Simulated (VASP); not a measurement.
# VO2 (P4_2/mnm) in VASP: a series of runs

The runs below take VO2 through single point, with PBE.

Everything below comes from runs of VASP 6.6.1. Logs are shortened: lines on timing, memory, paths and dates and some standing lists are left out, and cuts for length are marked.

## (1) The cell of the first run

It takes space group P4_2/mnm (No. 136, tetragonal). Conventional cell: a = 4.555 Å, b = 4.555 Å, c = 2.824 Å, α = 90.00°, β = 90.00°, γ = 90.00°. Within 2.5 Å of V (site symmetry mmm) lie 6 O at 1.91 to 1.93 Å. Within 2.5 Å of O (site symmetry m2m) lie 3 V at 1.91 to 1.93 Å.

## (2) Single point, PBE, collinear spin, ferromagnetic start (z stretched by -1 %, then relaxed in part)

Input file INCAR:

```
SYSTEM = VO2
PREC = Accurate
ENCUT = 600
EDIFF = 1E-6
ISMEAR = -1
SIGMA = 0.05
LREAL = .FALSE.
LASPH = .TRUE.
NELM = 200
ALGO = Normal
ISIF = 2
LWAVE = .FALSE.
LCHARG = .FALSE.
ISPIN = 2
MAGMOM = 1 1 0 0 0 0
LORBIT = 11
LMAXMIX = 4
GGA = PE
NBANDS = 38
GGA_COMPAT = .FALSE.
KPAR = 4
```

Input file KPOINTS:

```
Automatic mesh
0
G
  10 10 16
  0 0 0
```

Input file POSCAR:

```
VO2
1.0
    4.5546000000      0.0000000000      0.0000000000
    0.0000000000      4.5546000000      0.0000000000
    0.0000000000      0.0000000000      2.8242720000
V O
2 4
Direct
    0.0000000000      0.0000000000      0.0000000000
    0.5000000000      0.5000000000      0.5000000000
    0.2992533125      0.2992533125      0.0000000000
    0.2007466875      0.7992533125      0.5000000000
    0.7007466875      0.7007466875      0.0000000000
    0.7992533125      0.2007466875      0.5000000000
```

Potentials or basis: VASP PAW PBE potentials, release 64 (V_sv, O).

The run is started by

```bash
$ cat potpaw_PBE.64/V_sv/POTCAR potpaw_PBE.64/O/POTCAR > POTCAR
$ mpirun -np 4 vasp_std > vasp.out
```

OUTCAR:

```text
SYSTEM = VO2
   PREC = Accurate
   ENCUT = 600
   EDIFF = 1E-6
   ISMEAR = -1
   LREAL = .FALSE.
   LASPH = .TRUE.
   NELM = 200
   ISIF = 2
   ISPIN = 2
   LORBIT = 11
   GGA = PE

 ion  position               nearest neighbor table
   1  0.000  0.000  0.000-   4 1.91   6 1.91   4 1.91   6 1.91   5 1.93   3 1.93
   2  0.500  0.500  0.500-   3 1.91   5 1.91   3 1.91   5 1.91   4 1.93   6 1.93
   3  0.299  0.299  0.000-   2 1.91   2 1.91   1 1.93
   4  0.201  0.799  0.500-   1 1.91   1 1.91   2 1.93
   5  0.701  0.701  0.000-   2 1.91   2 1.91   1 1.93
   6  0.799  0.201  0.500-   1 1.91   1 1.91   2 1.93

  LATTYP: Found a simple tetragonal cell.
 ALAT       =     4.5546000000
 C/A-ratio  =     0.6200922145

  Lattice vectors:

 A1 = (   4.5546000000,   0.0000000000,   0.0000000000)
 A2 = (   0.0000000000,   4.5546000000,   0.0000000000)
 A3 = (   0.0000000000,   0.0000000000,   2.8242720000)

Analysis of symmetry for initial positions (statically):
=====================================================================
 Subroutine PRICEL returns:
 Original cell was already a primitive cell.

 Routine SETGRP: Setting up the symmetry group for a
 simple tetragonal supercell.

 Subroutine GETGRP returns: Found 16 space group operations
 (whereof  8 operations were pure point group operations)
 out of a pool of 16 trial point group operations.

The static configuration has the point symmetry D_2h.
 The point group associated with its full space group is D_4h.

Analysis of symmetry for dynamics (positions and initial velocities):
=====================================================================
 Subroutine PRICEL returns:
 Original cell was already a primitive cell.

 Routine SETGRP: Setting up the symmetry group for a
 simple tetragonal supercell.

 Subroutine GETGRP returns: Found 16 space group operations
 (whereof  8 operations were pure point group operations)
 out of a pool of 16 trial point group operations.

The dynamic configuration has the point symmetry D_2h.
 The point group associated with its full space group is D_4h.

Analysis of structural, dynamic, and magnetic symmetry:
=====================================================================
 Subroutine PRICEL returns:
 Original cell was already a primitive cell.

 Routine SETGRP: Setting up the symmetry group for a
 simple tetragonal supercell.

 Subroutine GETGRP returns: Found 16 space group operations
 (whereof  8 operations were pure point group operations)
 out of a pool of 16 trial point group operations.

The overall configuration has the point symmetry D_2h.
 The point group associated with its full space group is D_4h.

 Subroutine INISYM returns: Found 16 space group operations
 (whereof  8 operations are pure point group operations),
 and found     1 'primitive' translations

----------------------------------------------------------------------------------------

                                     Primitive cell

  volume of cell :      58.5878

  direct lattice vectors                    reciprocal lattice vectors
     4.554600000  0.000000000  0.000000000     0.219558249  0.000000000  0.000000000
     0.000000000  4.554600000  0.000000000     0.000000000  0.219558249  0.000000000
     0.000000000  0.000000000  2.824272000     0.000000000  0.000000000  0.354073545

  length of vectors
     4.554600000  4.554600000  2.824272000     0.219558249  0.219558249  0.354073545

  position of ions in fractional coordinates (direct lattice)
     0.000000000  0.000000000  0.000000000
     0.500000000  0.500000000  0.500000000
     0.299253312  0.299253312  0.000000000
     0.200746688  0.799253312  0.500000000
     0.700746688  0.700746688  0.000000000
     0.799253312  0.200746688  0.500000000

  ion indices of the primitive-cell ions
   primitive index   ion index
                 1           1
                 2           2
                 3           3
                 4           4
                 5           5
                 6           6

[... 29 lines left out ...]
  0.100000  0.000000  0.000000      4.000000
  0.200000  0.000000  0.000000      4.000000
  0.300000  0.000000  0.000000      4.000000
  0.400000  0.000000  0.000000      4.000000
  0.500000  0.000000  0.000000      2.000000
[... 16 lines left out ...]
  0.100000  0.000000  0.062500      8.000000
  0.200000  0.000000  0.062500      8.000000
 [... further k-points ...]
   k-points           NKPTS =    189   k-points in BZ     NKDIM =    189   number of bands    NBANDS=     38
   number of dos      NEDOS =    301   number of ions     NIONS =      6
   total plane-waves  NPLWV =  31104
   dimension x,y,z NGX =    36 NGY =   36 NGZ =   24
   dimension x,y,z NGXF=    72 NGYF=   72 NGZF=   48
   ions per type =               2   4
   NGX,Y,Z   is equivalent  to a cutoff of  13.14, 13.14, 14.13 a.u.
   NGXF,Y,Z  is equivalent  to a cutoff of  26.28, 26.28, 28.25 a.u.
 SYSTEM =  VO2
   PREC   = accura    normal or accurate (medium, high low for compatibility)
   ISTART =      0    job   : 0-new  1-cont  2-samecut
   ICHARG =      2    charge: 1-file 2-atom 10-const
   ISPIN  =      2    spin polarized calculation?
   LNONCOLLINEAR =      F non collinear calculations
   LSORBIT =      F    spin-orbit coupling
   LASPH  =      T    aspherical Exc in radial PAW
   ENCUT  =  600.0 eV  44.10 Ry    6.64 a.u.   9.10  9.10  5.64*2*pi/ulx,y,z
   NELM   =    200;   NELMIN=  2; NELMDL= -5     # of ELM steps
   EDIFF  = 0.1E-05   stopping-criterion for ELM
   LREAL  =      F    real-space projection
   EDIFFG = 0.1E-04   stopping-criterion for IOM
   NSW    =      0    number of steps for IOM
   IBRION =     -1    ionic relax: 0-MD 1-quasi-New 2-CG
   NFREE  =      0    steps in history (QN), initial steepest desc. (CG)
   ISIF   =      2    stress and relaxation
   ISYM   =      2    0-nonsym 1-usesym 2-fastsym
   POTIM  = 0.5000    time-step for ionic-motion
   TEBEG  =    0.0;   TEEND  =   0.0 temperature during run
   PSTRESS=    0.0 pullay stress
   NELECT =      50.0000    total number of electrons
   NUPDOWN=      -1.0000    fix difference up-down
   EMIN   =  10.00;   EMAX   =-10.00  energy-range for DOS
   EFERMI =   0.00;   METHOD = LEGACY
   ISMEAR =    -1;   SIGMA  =   0.05  broadening in eV -4-tet -1-fermi 0-gaus
   EFERMI_NEDOS =   21; number of points for ismear=-14 and -15
   IALGO  =     38    algorithm
   IMIX   =      4    mixing-type and parameters
     AMIX     =   0.40;   BMIX     =  1.00
     AMIX_MAG =   1.60;   BMIX_MAG =  1.00
  volume/ion in A,a.u.               =       9.76        65.89
  Fermi-wavevector in a.u.,A,eV,Ry     =   1.552849  2.934459 32.808263  2.411339
  Thomas-Fermi vector in A             =   2.657165
   LORBIT       =     11    0 simple, 1 ext, 2 COOP (PROOUT), +10 PAW based schemes
   GGA     = PE    functional components
   LHFCALC =     F    Hartree Fock is set to
   AEXX    =    0.0000 exact exchange contribution
   IVDW    =     0    specifies the selected vdW correction
   LEPSILON=     F    determine dielectric tensor
   LRPA    =     F    only Hartree local field effects (RPA)
 spin polarized calculation
  energy-cutoff  :      600.00
  volume of cell :       58.59
 maximum number of plane-waves:      1975
   NGX = 19   NGY = 19   NGZ = 11

 number of electron      49.9999994 magnetization       1.9956003

 Free energy of the ion-electron system (eV)
  ---------------------------------------------------
  ext. energy  EPLUGINS =         0.00000000
  ---------------------------------------------------
  free energy    TOTEN  =       -51.95843099 eV

  energy without entropy =      -51.93441190  energy(sigma->0) =      -51.94642145

 E-fermi :   6.4167     XC(G=0): -11.8145

 val. band max:        6.4154210660   @ k =   0.0000   0.0000   0.1250
 cond. band min:       6.4170245479   @ k =   0.4000   0.2000   0.2500
 fundamental gap:      0.0016034818
 Fermi energy:         6.4166649809

 spin component 1

 k-point     1 :       0.0000    0.0000    0.0000
  band No.  band energies     occupation
      1     -59.6733      1.00000
      2     -59.6637      1.00000
      3     -33.5126      1.00000
      4     -33.5126      1.00000
      5     -33.4239      1.00000
      6     -33.4234      1.00000
[... 949 lines left out ...]
     36      17.0142      0.00000
     37      17.3884      0.00000

 [... further k-points ...]

 spin component 2

 k-point     1 :       0.0000    0.0000    0.0000
  band No.  band energies     occupation
      1     -58.5802      1.00000
      2     -58.5700      1.00000
      3     -32.4349      1.00000
      4     -32.4349      1.00000
      5     -32.3645      1.00000
      6     -32.3434      1.00000
[... 949 lines left out ...]
     36      17.2323      0.00000
     37      17.6614      0.00000

 [... further k-points ...]

 [bands above 37 left out]

------------------------ aborting loop because EDIFF is reached ----------------------------------------

  FORCE on cell =-STRESS in cart. coord.  units (eV):
  Direction    XX          YY          ZZ          XY          YZ          ZX
  --------------------------------------------------------------------------------------
  -------------------------------------------------------------------------------------
  Total        1.6915629      1.6915629      1.8578095     -0.0000000      0.0000000      0.0000000
  in kB       46.2585192     46.2585192     50.8048001     -0.0000000      0.0000000      0.0000000
  external PRESSURE =      47.7739461 kB  Pullay stress =       0.0000000 kB

 VOLUME and BASIS-vectors are now :
 -----------------------------------------------------------------------------
  energy-cutoff  :      600.00
  volume of cell :       58.59
      direct lattice vectors                 reciprocal lattice vectors
     4.554600000  0.000000000  0.000000000     0.219558249  0.000000000  0.000000000
     0.000000000  4.554600000  0.000000000     0.000000000  0.219558249  0.000000000
     0.000000000  0.000000000  2.824272000     0.000000000  0.000000000  0.354073545

 POSITION                                       TOTAL-FORCE (eV/Angst)
 -----------------------------------------------------------------------------------
      0.00000      0.00000      0.00000         0.000000      0.000000      0.000000
      2.27730      2.27730      1.41214         0.000000      0.000000      0.000000
      1.36298      1.36298      0.00000        -0.020740     -0.020740      0.000000
      0.91432      3.64028      1.41214         0.020740     -0.020740      0.000000
      3.19162      3.19162      0.00000         0.020740      0.020740     -0.000000
      3.64028      0.91432      1.41214        -0.020740      0.020740     -0.000000
 -----------------------------------------------------------------------------------
    total drift:                               -0.000000      0.000000      0.000000

  FREE ENERGIE OF THE ION-ELECTRON SYSTEM (eV)
  ---------------------------------------------------
  free  energy   TOTEN  =       -51.9584309939 eV

  energy  without entropy=      -51.9344118965  energy(sigma->0) =      -51.94642145

 total charge

# of ion       s       p       d       tot
------------------------------------------
    1        2.287   6.345   2.925  11.557
    2        2.287   6.345   2.925  11.557
    3        1.570   3.485   0.000   5.055
    4        1.570   3.485   0.000   5.055
    5        1.570   3.485   0.000   5.055
    6        1.570   3.485   0.000   5.055
--------------------------------------------------
tot         10.853  26.630   5.849  43.332

 magnetization (x)

# of ion       s       p       d       tot
------------------------------------------
    1        0.013   0.012   1.016   1.041
    2        0.013   0.012   1.016   1.041
    3       -0.002  -0.048   0.000  -0.050
    4       -0.002  -0.048   0.000  -0.050
    5       -0.002  -0.048   0.000  -0.050
    6       -0.002  -0.048   0.000  -0.050
--------------------------------------------------
tot          0.018  -0.166   2.031   1.883
```

It took 3.5 min on 4 MPI ranks of Intel Xeon Platinum 8488C (Sapphire Rapids), shared host; peak memory 0.71 GiB.

What came out:

- Free energy: -51.9584 eV
- Pressure: 4.8 GPa
- Largest force: 0.029 eV/Å
- Band gap on the k mesh: zero (filled and empty bands overlap)
- Net moment: 2.00 μB per cell
- Site moments: V +1.04; O -0.05 μB
- Valence electrons inside the program's atomic spheres: V 11.56; O 5.05

Forces in eV/Å, atoms in the order of the input:
```
V    0.000  0.000  0.000
V    0.000  0.000  0.000
O   -0.021 -0.021  0.000
O    0.021 -0.021  0.000
O    0.021  0.021  0.000
O   -0.021  0.021  0.000
```

Caveat: the cell differs from its parent crystal (z stretched by -1 %, then relaxed in part); semilocal functionals often make such compounds metallic where correlation or magnetic order opens a gap, which also shifts bond lengths.

## (3) Single point, PBE, collinear spin, ferromagnetic start (volume scaled by 0.98, then relaxed in part)

Input file INCAR:

```
ALGO = Normal ; EDIFF = 1E-6
ENCUT = 600 ; GGA = PE
GGA_COMPAT = False ; ISIF = 2
ISMEAR = -1 ; ISPIN = 2
KPAR = 4 ; LASPH = True
LCHARG = True ; LMAXMIX = 4
LORBIT = 11 ; LREAL = False
LVHAR = True ; LWAVE = False
MAGMOM = 1 1 0 0 0 0 ; NBANDS = 38
NELM = 200 ; PREC = Accurate
SIGMA = 0.05
```

Input file KPOINTS:

```
k-points
0
Gamma
  10 10 16
```

Input file POSCAR:

```
VO2
1.0
    4.5240312937      0.0000000000      0.0000000000
    0.0000000000      4.5240312937      0.0000000000
    0.0000000000      0.0000000000      2.8336531144
V O
2 4
Direct
    0.0000000000      0.0000000000      0.0000000000
    0.5000000000      0.5000000000      0.5000000000
    0.2991206286      0.2991206286      0.0000000000
    0.2008793714      0.7991206286      0.5000000000
    0.7008793714      0.7008793714      0.0000000000
    0.7991206286      0.2008793714      0.5000000000
```

Potentials or basis: VASP PAW PBE potentials, release 64 (V_sv, O).

The run is started by

```bash
$ cat potpaw_PBE.64/V_sv/POTCAR potpaw_PBE.64/O/POTCAR > POTCAR
$ mpirun -np 4 vasp_std > vasp.out
```

OUTCAR:

```text
EDIFF = 1E-6
   ENCUT = 600
   GGA = PE
   ISIF = 2
   ISMEAR = -1
   ISPIN = 2
   LASPH = True
   LORBIT = 11
   LREAL = False
   NELM = 200
   PREC = Accurate

 ion  position               nearest neighbor table
   1  0.000  0.000  0.000-   4 1.91   6 1.91   4 1.91   6 1.91   5 1.91   3 1.91
   2  0.500  0.500  0.500-   3 1.91   5 1.91   3 1.91   5 1.91   4 1.91   6 1.91
   3  0.299  0.299  0.000-   2 1.91   2 1.91   1 1.91
   4  0.201  0.799  0.500-   1 1.91   1 1.91   2 1.91
   5  0.701  0.701  0.000-   2 1.91   2 1.91   1 1.91
[... 2166 lines left out ...]
 POSITION                                       TOTAL-FORCE (eV/Angst)
 -----------------------------------------------------------------------------------
      0.00000      0.00000      0.00000        -0.000000      0.000000      0.000000
      2.26202      2.26202      1.41683        -0.000000      0.000000      0.000000
      1.35323      1.35323      0.00000        -0.017715     -0.017715      0.000000
      0.90878      3.61525      1.41683         0.017715     -0.017715      0.000000
      3.17080      3.17080      0.00000         0.017715      0.017715     -0.000000
      3.61525      0.90878      1.41683        -0.017715      0.017715     -0.000000
 -----------------------------------------------------------------------------------
    total drift:                                0.000000      0.000000     -0.000000

  FREE ENERGIE OF THE ION-ELECTRON SYSTEM (eV)
  ---------------------------------------------------
  free  energy   TOTEN  =       -51.9318140923 eV

  energy  without entropy=      -51.9081326401  energy(sigma->0) =      -51.91997337

 total charge

# of ion       s       p       d       tot
------------------------------------------
    1        2.290   6.352   2.935  11.576
    2        2.290   6.352   2.935  11.576
    3        1.570   3.491   0.000   5.061
    4        1.570   3.491   0.000   5.061
    5        1.570   3.491   0.000   5.061
    6        1.570   3.491   0.000   5.061
--------------------------------------------------
tot         10.862  26.667   5.869  43.398

 magnetization (x)

# of ion       s       p       d       tot
------------------------------------------
    1        0.013   0.013   1.014   1.040
    2        0.013   0.013   1.014   1.040
    3       -0.002  -0.047   0.000  -0.049
    4       -0.002  -0.047   0.000  -0.049
    5       -0.002  -0.047   0.000  -0.049
    6       -0.002  -0.047   0.000  -0.049
--------------------------------------------------
tot          0.019  -0.163   2.029   1.885
```

OSZICAR:

```text
N       E                     dE             d eps       ncg     rms          rms(c)
DAV:   1     0.665916746211E+03    0.66592E+03   -0.29472E+04 28728   0.161E+03
DAV:   2    -0.163650524963E+02   -0.68228E+03   -0.63545E+03 30224   0.488E+02
DAV:   3    -0.679268321844E+02   -0.51562E+02   -0.50774E+02 32520   0.145E+02
DAV:   4    -0.686207139175E+02   -0.69388E+00   -0.69289E+00 32180   0.179E+01
DAV:   5    -0.686263207502E+02   -0.56068E-02   -0.56062E-02 31916   0.171E+00    0.498E+01
DAV:   6    -0.556995419371E+02    0.12927E+02   -0.56410E+01 33626   0.738E+01    0.233E+01
DAV:   7    -0.540572678293E+02    0.16423E+01   -0.32115E+01 29230   0.612E+01    0.233E+01
DAV:   8    -0.520704173071E+02    0.19869E+01   -0.28383E+00 31386   0.174E+01    0.635E+00
DAV:   9    -0.519329786971E+02    0.13744E+00   -0.44452E-01 35046   0.647E+00    0.145E+00
DAV:  10    -0.519327562684E+02    0.22243E-03   -0.83190E-02 31362   0.225E+00    0.121E+00
DAV:  11    -0.519344331346E+02   -0.16769E-02   -0.60427E-03 32558   0.547E-01    0.586E-01
DAV:  12    -0.519319920406E+02    0.24411E-02   -0.63337E-03 33008   0.760E-01    0.176E-01
DAV:  13    -0.519318491354E+02    0.14291E-03   -0.56739E-04 32094   0.187E-01    0.853E-02
DAV:  14    -0.519318112787E+02    0.37857E-04   -0.14578E-04 31748   0.844E-02    0.304E-02
DAV:  15    -0.519318138314E+02   -0.25528E-05   -0.66494E-06 29536   0.191E-02    0.207E-02
DAV:  16    -0.519318140923E+02   -0.26091E-06   -0.10691E-06 19212   0.947E-03
   1 F= -.51931814E+02 E0= -.51919973E+02  d E =-.236815E-01  mag=     1.9979
```

Wall time 2.6 min (4 MPI ranks of AMD EPYC 9R45 (Zen 5), shared host); peak memory 0.69 GiB.

Results:

- Free energy: -51.9318 eV
- Pressure: 7.2 GPa
- Largest force: 0.025 eV/Å
- Band gap on the k mesh: zero (filled and empty bands overlap)
- Net moment: 2.00 μB per cell
- Site moments: V +1.04; O -0.05 μB
- Valence electrons inside the program's atomic spheres: V 11.58; O 5.06

Forces on the atoms (eV/Å):
```
V    0.000  0.000  0.000
V    0.000  0.000  0.000
O   -0.018 -0.018  0.000
O    0.018 -0.018  0.000
O    0.018  0.018  0.000
O   -0.018  0.018  0.000
```

Stress tensor (GPa, compression positive):
```
7.96 0.00 0.00
0.00 7.96 0.00
0.00 0.00 5.82
```

Levels at points of the mesh, in eV from the Fermi level:
Spin up:
```tsv
k point	band 22	band 23	band 24	band 25	band 26	band 27	band 28	band 29	band 30	band 31
(0.00, 0.00, 0.00)	-1.97	-1.97	-1.49	-1.04	-0.80	-0.35	-0.35	-0.30	1.93	1.98
(0.50, 0.00, 0.00)	-3.32	-2.23	-2.23	-0.32	-0.32	0.32	0.32	1.00	1.00	3.78
(0.50, 0.50, 0.00)	-2.83	-2.81	-2.81	-1.01	-1.01	-0.33	-0.33	1.42	1.42	3.43
(0.00, 0.00, 0.50)	-4.16	-3.17	-3.17	0.46	0.46	0.54	0.54	1.07	1.07	3.11
(0.50, 0.00, 0.50)	-3.88	-2.57	-2.57	-0.86	-0.86	0.53	0.53	1.36	1.36	2.43
(0.50, 0.50, 0.50)	-3.06	-2.25	-2.25	0.12	0.12	0.45	0.45	0.54	0.54	3.67
```
Spin down:
```tsv
k point	band 20	band 21	band 22	band 23	band 24	band 25	band 26	band 27	band 28	band 29
(0.00, 0.00, 0.00)	-3.59	-2.20	-2.05	-2.05	-1.51	0.17	0.23	0.75	0.90	0.90
(0.50, 0.00, 0.00)	-4.92	-3.21	-3.21	-2.31	-2.31	0.79	0.79	1.51	1.51	1.96
(0.50, 0.50, 0.00)	-3.94	-2.87	-2.87	-2.86	-2.86	0.13	0.13	0.93	0.93	2.27
(0.00, 0.00, 0.50)	-4.75	-4.07	-4.07	-3.13	-3.13	1.41	1.41	1.74	1.74	1.99
(0.50, 0.00, 0.50)	-4.16	-3.69	-3.69	-2.67	-2.67	0.30	0.30	1.73	1.73	2.25
(0.50, 0.50, 0.50)	-4.71	-2.97	-2.97	-2.27	-2.27	1.06	1.06	1.48	1.48	1.76
```

Caveat: semilocal functionals often make such compounds metallic where correlation or magnetic order opens a gap, which also shifts bond lengths.

(Continued in part 2 of 2.)
